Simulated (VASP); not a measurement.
**Zr2BN3: relaxation of cell and atoms with PBE**

Zr2BN3:

```xyz
6
Lattice="5.2894 0.0000 0.0000 -2.6447 4.5807 0.0000 0.0000 0.0000 2.6965" Properties=species:S:1:pos:R:3 pbc="T T T"
Zr    0.0000    3.0538    0.0000
Zr    2.6447    1.5269    0.0000
B     0.0000    0.0000    0.0000
N     2.6447    0.0000    1.3482
N     1.3223    2.2904    1.3482
N    -1.3223    2.2904    1.3482
```

The cell was generated, and may not be a known phase.

```
Program                : VASP 6.6.1
Task                   : relaxation of cell and atoms
Functional             : PBE
Potentials or basis    : VASP PAW PBE potentials, release 64 (Zr_sv, B, N)
Cutoff                 : 600 eV
k mesh                 : 6 × 6 × 6
Occupations            : gaussian, width 0.1 eV
Spin                   : no spin polarisation
Dipole correction      : no
Further INCAR settings : ALGO = Normal; EDIFF = 1e-07; IBRION = 2; EDIFFG = -0.04; NSW = 90; ISIF = 3
```

```json
{"Relaxed volume": "13.58 Å³/atom", "Relaxed cell": "a = 5.632 Å, b = 5.632 Å, c = 2.966 Å, α = 90.00°, β = 90.00°, γ = 120.00°", "Space group after relaxing (to 0.1 Å)": "P6/mmm (No. 191)", "Energy gained by relaxing": "490.7 meV/atom", "Ionic steps": "6", "Pressure after relaxing": "0.3 GPa", "Band gap on the k mesh": "zero (bands 21 and 22 overlap by 1.17 eV)"}
```

Stress tensor (GPa, compression positive):
```
0.32 0.00 0.00
0.00 0.32 0.00
0.00 0.00 0.14
```

The path:
| step | energy change (eV) | largest force (eV/Å) | pressure (GPa) | volume (Å³) |
| --- | --- | --- | --- | --- |
| 1 | 0.0000 | 0.0000 | 65.28 | 65.33 |
| 2 | 2.5853 | 0.0000 | -32.43 | 116.35 |
| 3 | -2.8968 | 0.0000 | -4.15 | 83.03 |
| 4 | -2.9304 | 0.0000 | -0.52 | 81.39 |
| 5 | -2.9322 | 0.0000 | 0.64 | 80.90 |
| 6 | -2.9441 | 0.0000 | 0.26 | 81.49 |

Final structure:
```xyz
6
Lattice="5.6322 0.0000 0.0000 -2.8161 4.8776 0.0000 0.0000 0.0000 2.9663" Properties=species:S:1:pos:R:3 pbc="T T T"
Zr    0.0000    3.2517    2.9663
Zr    2.8161    1.6259    0.0000
B     2.8161    4.8776    2.9663
N     0.0000    4.8776    1.4832
N     1.4080    2.4388    1.4832
N     4.2241    2.4388    1.4832
```

Levels at points of the mesh, in eV from the Fermi level:
| k point | band 18 | band 19 | band 20 | band 21 | band 22 | band 23 | band 24 | band 25 |
| --- | --- | --- | --- | --- | --- | --- | --- | --- |
| (0.00, 0.00, 0.00) | -0.77 | -0.77 | -0.33 | -0.18 | 0.01 | 2.05 | 2.05 | 3.10 |
| (0.50, 0.00, 0.00) | -2.05 | -1.53 | -1.29 | -0.72 | -0.72 | 1.69 | 2.68 | 2.98 |
| (0.00, 0.00, 0.50) | -1.92 | -0.89 | -0.68 | -0.68 | -0.26 | -0.26 | 0.61 | 4.69 |
| (0.50, 0.00, 0.50) | -3.09 | -1.89 | -1.47 | 0.09 | 0.23 | 0.52 | 1.40 | 3.85 |

Wall time 3.5 min on 1 thread of Intel(R) Xeon(R) Platinum 8488C (Sapphire Rapids), on a shared host, peak memory 0.23 GiB.

Caveat: the k points lie up to 0.35 Å⁻¹ apart in the final cell, too coarse for converged energies and pressures of a metal; the volume moved by over 15 % at a fixed basis, so the end points are rough.
